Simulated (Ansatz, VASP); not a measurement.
## One calculation of AlCu5, two programs

```xyz
6
Lattice="2.6561 0.0000 0.0000 0.0000 2.6561 0.0000 0.0000 0.0000 11.2688" Properties=species:S:1:pos:R:3 pbc="T T T"
Al    0.0000    0.0000    5.6344
Cu    0.0000    0.0000    9.3907
Cu    1.3280    1.3280    7.5126
Cu    1.3280    1.3280    3.7563
Cu    0.0000    0.0000    1.8781
Cu    1.3280    1.3280    0.0000
```

Alike in both runs: task single point; functional PBE; k mesh 6 × 6 × 2; occupations gaussian, width 0.1 eV; no spin polarisation.

|  | VASP | Ansatz |
| --- | --- | --- |
| version | VASP 6.6.1 | Ansatz 0.2.0 |
| potentials or method | VASP PAW PBE potentials, release 64 (Al, Cu), cutoff 520 eV | scalar-relativistic, plane waves, PAW |
| valence electrons in the cell | 58 | 98 |

Ansatz gave:

```
gap on the k mesh at the Fermi level (eV)                     : none
pressure (GPa)                                                : -6.7
traceless stress, the component that is largest in VASP (GPa) : -2.69
rms of the force components (eV/Å)                            : 0.056
```

Task: Estimate VASP's values.

Result: gap on the k mesh at the Fermi level (eV): none; pressure (GPa): -6.4; traceless stress, the component that is largest in VASP (GPa): -2.63; rms of the force components (eV/Å): 0.055.

Atom by atom the forces differ by 0.002 eV/Å (rms over components). A gap of «none» marks a metal or a gap that the smearing closes. VASP's potentials hold 58 valence electrons a cell and Ansatz's 98, so a difference there can come from the potentials and not from the codes.

The k mesh is coarse, so the values compare programs but aren't converged.
